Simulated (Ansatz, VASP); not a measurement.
## One calculation of W, two programs

Contents of POSCAR:

```
W
1.0
   -1.5923787431      1.5923787431      1.5923787431
    1.5923787431     -1.5923787431      1.5923787431
    1.5923787431      1.5923787431     -1.5923787431
W
1
Direct
    0.0000000000      0.0000000000      0.0000000000
```

Contents of INCAR.step1:

```
ALGO = Normal
EDIFF = 1E-4
ENCUT = 520
GGA = PE
ISMEAR = 0
LASPH = T
LCHARG = F
LREAL = F
LWAVE = T
NBANDS = 13
NELM = 100
PREC = Accurate
SIGMA = 0.05
```

The input INCAR.step2:

```
ALGO = Normal
EDIFF = 1E-6
ENCUT = 520
ISIF = 2
ISMEAR = 0
ISTART = 1
LASPH = T
LCHARG = T
LELF = T
LMIXTAU = T
LREAL = F
LVHAR = T
LWAVE = F
METAGGA = R2SCAN
NBANDS = 13
NELM = 100
PREC = Accurate
SIGMA = 0.05
```

The input KPOINTS:

```
k-points
0
Gamma
  18 18 18
```

Input for Ansatz:

```yaml
crystal:
  lattice:
    - [-1.5923787431, 1.5923787431, 1.5923787431]
    - [1.5923787431, -1.5923787431, 1.5923787431]
    - [1.5923787431, 1.5923787431, -1.5923787431]
  atoms:
    - { symbol: W, position: [0.0, 0.0, 0.0] }
basis:
  ecutwfc: 500
  ecutrho_ratio: 4
kpoints:
  mp_grid: { grid: [18, 18, 18] }
hamiltonian:
  xc: r2scan
scf:
  occupations: { method: gaussian, width: 0.05 }
output:
  forces: true
  stress: true
  eigenvalues: true
```

Alike in both runs: task single point; functional r2SCAN; k mesh 18 × 18 × 18; occupations gaussian, width 0.05 eV; no spin polarisation.

|  | VASP | Ansatz |
| --- | --- | --- |
| version | VASP 6.6.1 | Ansatz 0.2.0 |
| potentials or method | VASP PAW PBE potentials, release 64 (W_sv), cutoff 520 eV | scalar-relativistic, plane waves, PAW |
| valence electrons in the cell | 14 | 14 |

|  | VASP | Ansatz | Ansatz less VASP |
| --- | --- | --- | --- |
| gap on the k mesh at the Fermi level (eV) | none | none | - |
| pressure (GPa) | -3.6 | -4.8 | -1.17 |

VASP's potentials were made for PBE, not for r2SCAN. A gap of «none» marks a metal or a gap that the smearing closes. The functional is the same, so the differences come from potentials, cutoffs and numerics.

Spin-orbit coupling is off throughout.
